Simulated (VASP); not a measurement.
# Hf (P6_3/mmc) in VASP: notebook

Runs on Hf. Level: PBEsol. Tasks: relaxation of shape and atoms at fixed volume.

Everything below comes from runs of VASP 6.6.1. Logs are shortened: lines on timing, memory, paths and dates and some standing lists are left out, and cuts for length are marked.

### 1 The cell of the first run

It takes space group P6_3/mmc (No. 194, hexagonal). The conventional cell has a = 2.588 Å, b = 2.588 Å, c = 4.098 Å, α = 90.00°, β = 90.00°, γ = 120.00°. Hf (site symmetry -6m2) has 12 Hf at 2.54 to 2.59 Å within 3.3 Å.

### 2 Relaxation of shape and atoms at fixed volume, PBEsol

The input, INCAR:

```
SYSTEM = Hf
PREC = Accurate ; ENCUT = 600
EDIFF = 1E-6 ; ISMEAR = -1
SIGMA = 0.08 ; LREAL = .False.
LASPH = .True. ; NELM = 60
ALGO = Normal ; ISIF = 4
LWAVE = .False. ; LCHARG = .False.
GGA = PS ; IBRION = 2
NSW = 50 ; EDIFFG = -0.005
```

The input, KPOINTS:

```
Automatic mesh
0
Gamma
  14 14 8
  0 0 0
```

The input, POSCAR:

```
Hf
1.0
    2.5881418247      0.0000000000      0.0000000000
   -1.2940709124      2.2413965688      0.0000000000
    0.0000000000      0.0000000000      4.0975223415
Hf
2
Direct
    0.3333333333      0.6666666667      0.2500000000
    0.6666666667      0.3333333333      0.7500000000
```

Potentials or basis: VASP PAW PBE potentials, release 64 (Hf_pv).

Command:

```sh
cat potpaw_PBE.64/Hf_pv/POTCAR > POTCAR
mpirun -np 1 vasp_std > vasp.out
```

OUTCAR:

```text
SYSTEM = Hf
   PREC = Accurate
   ENCUT = 600
   EDIFF = 1E-6
   ISMEAR = -1
   LREAL = .False.
   LASPH = .True.
   NELM = 60
   ISIF = 4
   GGA = PS
   IBRION = 2
   NSW = 50
   EDIFFG = -0.005

 ion  position               nearest neighbor table
   1  0.333  0.667  0.250-   2 2.54   2 2.54   2 2.54   2 2.54   2 2.54   2 2.54   2 3.62   2 3.62
                             2 3.62   2 3.62   2 3.62   2 3.62
   2  0.667  0.333  0.750-   1 2.54   1 2.54   1 2.54   1 2.54   1 2.54   1 2.54   1 3.62   1 3.62
                             1 3.62   1 3.62   1 3.62   1 3.62

  LATTYP: Found a hexagonal cell.
 ALAT       =     2.5881418247
 C/A-ratio  =     1.5831908060

  Lattice vectors:

 A1 = (   2.5881418247,   0.0000000000,   0.0000000000)
 A2 = (  -1.2940709124,   2.2413965688,   0.0000000000)
 A3 = (   0.0000000000,   0.0000000000,   4.0975223415)

Analysis of symmetry for initial positions (statically):
=====================================================================
 Subroutine PRICEL returns:
 Original cell was already a primitive cell.

 Routine SETGRP: Setting up the symmetry group for a
 hexagonal supercell.

 Subroutine GETGRP returns: Found 24 space group operations
 (whereof 12 operations were pure point group operations)
 out of a pool of 24 trial point group operations.

The static configuration has the point symmetry D_3d.
 The point group associated with its full space group is D_6h.

Analysis of symmetry for dynamics (positions and initial velocities):
=====================================================================
 Subroutine PRICEL returns:
 Original cell was already a primitive cell.

 Routine SETGRP: Setting up the symmetry group for a
 hexagonal supercell.

 Subroutine GETGRP returns: Found 24 space group operations
 (whereof 12 operations were pure point group operations)
 out of a pool of 24 trial point group operations.

The dynamic configuration has the point symmetry D_3d.
 The point group associated with its full space group is D_6h.

 Subroutine INISYM returns: Found 24 space group operations
 (whereof 12 operations are pure point group operations),
 and found     1 'primitive' translations

----------------------------------------------------------------------------------------

                                     Primitive cell

  volume of cell :      23.7699

  direct lattice vectors                    reciprocal lattice vectors
     2.588141825  0.000000000  0.000000000     0.386377590  0.223075205  0.000000000
    -1.294070912  2.241396569  0.000000000     0.000000000  0.446150411  0.000000000
     0.000000000  0.000000000  4.097522342     0.000000000  0.000000000  0.244049920

  length of vectors
     2.588141825  2.588141825  4.097522342     0.446150411  0.446150411  0.244049920
[... 79 lines left out ...]
   ENCUT  =  600.0 eV  44.10 Ry    6.64 a.u.   5.17  5.17  8.18*2*pi/ulx,y,z
   NELM   =     60;   NELMIN=  2; NELMDL= -5     # of ELM steps
   EDIFF  = 0.1E-05   stopping-criterion for ELM
   LREAL  =      F    real-space projection
   EDIFFG = -.5E-02   stopping-criterion for IOM
   NSW    =     50    number of steps for IOM
   IBRION =      2    ionic relax: 0-MD 1-quasi-New 2-CG
   NFREE  =      1    steps in history (QN), initial steepest desc. (CG)
   ISIF   =      4    stress and relaxation
   ISYM   =      2    0-nonsym 1-usesym 2-fastsym
   POTIM  = 0.5000    time-step for ionic-motion
   TEBEG  =    0.0;   TEEND  =   0.0 temperature during run
   PSTRESS=    0.0 pullay stress
   NELECT =      20.0000    total number of electrons
   NUPDOWN=      -1.0000    fix difference up-down
   EMIN   =  10.00;   EMAX   =-10.00  energy-range for DOS
   EFERMI =   0.00;   METHOD = LEGACY
   ISMEAR =    -1;   SIGMA  =   0.08  broadening in eV -4-tet -1-fermi 0-gaus
   EFERMI_NEDOS =   21; number of points for ismear=-14 and -15
   IALGO  =     38    algorithm
   IMIX   =      4    mixing-type and parameters
     AMIX     =   0.40;   BMIX     =  1.00
     AMIX_MAG =   1.60;   BMIX_MAG =  1.00
  volume/ion in A,a.u.               =      11.88        80.20
  Fermi-wavevector in a.u.,A,eV,Ry     =   1.545523  2.920615 32.499437  2.388641
  Thomas-Fermi vector in A             =   2.650890
   LORBIT       =      0    0 simple, 1 ext, 2 COOP (PROOUT), +10 PAW based schemes
   GGA     = PS    functional components
   LHFCALC =     F    Hartree Fock is set to
   AEXX    =    0.0000 exact exchange contribution
   IVDW    =     0    specifies the selected vdW correction
   LEPSILON=     F    determine dielectric tensor
   LRPA    =     F    only Hartree local field effects (RPA)
 conjugate gradient relaxation of ions
 non-spin polarized calculation
  energy-cutoff  :      600.00
  volume of cell :       23.77
 maximum number of plane-waves:       810
 NGX is ok and might be reduce to    24
   NGX = 11   NGY = 11   NGZ = 17

--------------------------------------- Ionic step        1  -------------------------------------------

 number of electron      20.0000001 magnetization

 Free energy of the ion-electron system (eV)
  ---------------------------------------------------
  ext. energy  EPLUGINS =         0.00000000
  ---------------------------------------------------
  free energy    TOTEN  =       -13.85046553 eV

  energy without entropy =      -13.81927123  energy(sigma->0) =      -13.83486838

 E-fermi :  10.1308     XC(G=0): -14.6484

 val. band max:       10.1265678230   @ k =   0.5000   0.0000   0.0000
 cond. band min:      10.1352980441   @ k =   0.4286   0.0714   0.0000
 fundamental gap:      0.0087302211
 Fermi energy:        10.1308235650

 k-point     1 :       0.0000    0.0000    0.0000
  band No.  band energies     occupation
      1     -22.8802      2.00000
      2     -18.4186      2.00000
      3     -18.4186      2.00000
      4     -17.6903      2.00000
      5     -17.6903      2.00000
      6     -17.5039      2.00000
      7       1.7071      2.00000
      8       3.8418      2.00000
      9      10.8721      0.00019
     10      10.8721      0.00019
     11      11.5194      0.00000
     12      12.6953      0.00000
     13      12.6953      0.00000
     14      13.9933      0.00000
[... 570 lines left out ...]
--------------------------------------- Ionic step        6  -------------------------------------------

 number of electron      20.0000002 magnetization

 Free energy of the ion-electron system (eV)
  ---------------------------------------------------
  ext. energy  EPLUGINS =         0.00000000
  ---------------------------------------------------
  free energy    TOTEN  =       -13.99336798 eV

  energy without entropy =      -13.96922290  energy(sigma->0) =      -13.98129544

 E-fermi :   9.9782     XC(G=0): -14.6429

 val. band max:        9.9701893081   @ k =   0.1429   0.0000   0.2500
 cond. band min:      10.0057742378   @ k =   0.2857   0.0714   0.0000
 fundamental gap:      0.0355849297
 Fermi energy:         9.9782173264

 k-point     1 :       0.0000    0.0000    0.0000
  band No.  band energies     occupation
      1     -22.5750      2.00000
      2     -17.9502      2.00000
      3     -17.9108      2.00000
      4     -17.9108      2.00000
      5     -17.4550      2.00000
      6     -17.4550      2.00000
      7       1.7031      2.00000
      8       4.2882      2.00000
      9       9.7870      1.83218
     10      11.3083      0.00000
     11      11.3083      0.00000
     12      12.6213      0.00000
     13      12.6213      0.00000
     14      14.6648      0.00000
[... 420 lines left out ...]
  FREE ENERGIE OF THE ION-ELECTRON SYSTEM (eV)
  ---------------------------------------------------
  free  energy   TOTEN  =       -13.9933679846 eV

  energy  without entropy=      -13.9692229028  energy(sigma->0) =      -13.98129544

 reached required accuracy - stopping structural energy minimisation
```

It took 52 s on 1 thread of Intel Xeon 6975P-C (Granite Rapids), shared host; peak memory 0.18 GiB.

Results:

```yaml
Free_energy: -13.9934 eV
Energy_gained_by_relaxing: 71.5 meV/atom
Ionic_steps: 6
Pressure_after_relaxing: 182.3 GPa
Band_gap_on_the_k_mesh: zero (bands 10 and 11 overlap by 1.73 eV)
```

Step by step:
```
step  energy change (eV)  largest force (eV/Å)  pressure (GPa)  volume (Å³)
   1              0.0000                0.0000          186.53        23.77
   2             -0.1426                0.0000          182.17        23.77
   3             -0.1429                0.0000          182.27        23.77
   4             -0.1429                0.0000          182.23        23.77
   5             -0.1429                0.0000          182.27        23.77
   6             -0.1429                0.0000          182.26        23.77
```

Final structure:
```
Hf
1.0
     2.50702    0.00000    0.00000
    -1.25351    2.17114    0.00000
     0.00000    0.00000    4.36699
Hf
2
Direct
  0.33333 0.66667 0.25000
  0.66667 0.33333 0.75000
```

Levels at points of the mesh, in eV from the Fermi level:
```tsv
k point	band 8	band 9	band 10	band 11	band 12	band 13
(0.00, 0.00, 0.00)	-5.69	-0.19	1.33	1.33	2.64	2.64
(0.50, 0.00, 0.00)	-5.27	-4.67	1.02	1.32	2.66	2.80
(0.00, 0.00, 0.50)	-5.45	-0.08	-0.08	1.39	1.39	1.39
(0.50, 0.00, 0.50)	-6.19	-3.60	-3.60	4.94	4.94	5.81
```

Caveat: the PAW data sets were made with another functional, which shifts forces and pressure a little; spin-orbit coupling is left out, which moves the levels of the heavy elements.

### 3 Relaxation of shape and atoms at fixed volume, PBEsol

This run uses another cell than the first one, of 13.83 Å³/atom.

The input, INCAR:

```
SYSTEM = Hf
  ALGO = Normal
  EDIFF = 1E-6
  EDIFFG = -0.005
  ENCUT = 600
  GGA = PS
  IBRION = 2
  ISIF = 4
  ISMEAR = -1
  LASPH = .TRUE.
  LCHARG = .FALSE.
  LREAL = .FALSE.
  LWAVE = .FALSE.
  NELM = 60
  NSW = 50
  PREC = Accurate
  SIGMA = 0.08
```

The input, KPOINTS:

```
k-points
0
G
  14 14 8
  0 0 0
```

The input, POSCAR:

```
Hf
1.0
    2.7222447311      0.0000000000      0.0000000000
   -1.3611223655      2.3575330924      0.0000000000
    0.0000000000      0.0000000000      4.3098328299
Hf
2
Direct
    0.3333333333      0.6666666667      0.2500000000
    0.6666666667      0.3333333333      0.7500000000
```

Potentials or basis: VASP PAW PBE potentials, release 64 (Hf_pv).

Command:

```sh
cat potpaw_PBE.64/Hf_pv/POTCAR > POTCAR
mpirun -np 1 vasp_std > vasp.out
```

It took 33 s on 1 thread of Intel Xeon 6975P-C (Granite Rapids), shared host; peak memory 0.18 GiB.

The run converged. Its results:

* Free energy: -17.3790 eV
* Energy gained by relaxing: 29.2 meV/atom
* Ionic steps: 3
* Pressure after relaxing: 104.2 GPa
* Band gap on the k mesh: zero (bands 10 and 11 overlap by 1.74 eV)

Step by step:
| step | energy change (eV) | largest force (eV/Å) | pressure (GPa) | volume (Å³) |
| --- | --- | --- | --- | --- |
| 1 | 0.0000 | 0.0000 | 106.75 | 27.66 |
| 2 | -0.0581 | 0.0000 | 104.06 | 27.66 |
| 3 | -0.0583 | 0.0000 | 104.20 | 27.66 |

Final structure:
```
Hf
1.0
     2.66543    0.00000    0.00000
    -1.33272    2.30833    0.00000
     0.00000    0.00000    4.49551
Hf
2
Direct
  0.33333 0.66667 0.25000
  0.66667 0.33333 0.75000
```

Levels at points of the mesh, in eV from the Fermi level:
```csv
k point,band 8,band 9,band 10,band 11,band 12,band 13
"(0.00, 0.00, 0.00)",-5.35,0.58,1.30,1.30,2.52,2.52
"(0.50, 0.00, 0.00)",-4.33,-4.24,1.08,1.15,1.51,2.47
"(0.00, 0.00, 0.50)",-5.72,-0.15,-0.15,1.29,1.29,1.29
"(0.50, 0.00, 0.50)",-5.36,-2.67,-2.67,4.24,4.24,4.31
```

Caveat: the PAW data sets were made with another functional, which shifts forces and pressure a little; spin-orbit coupling is left out, which moves the levels of the heavy elements.
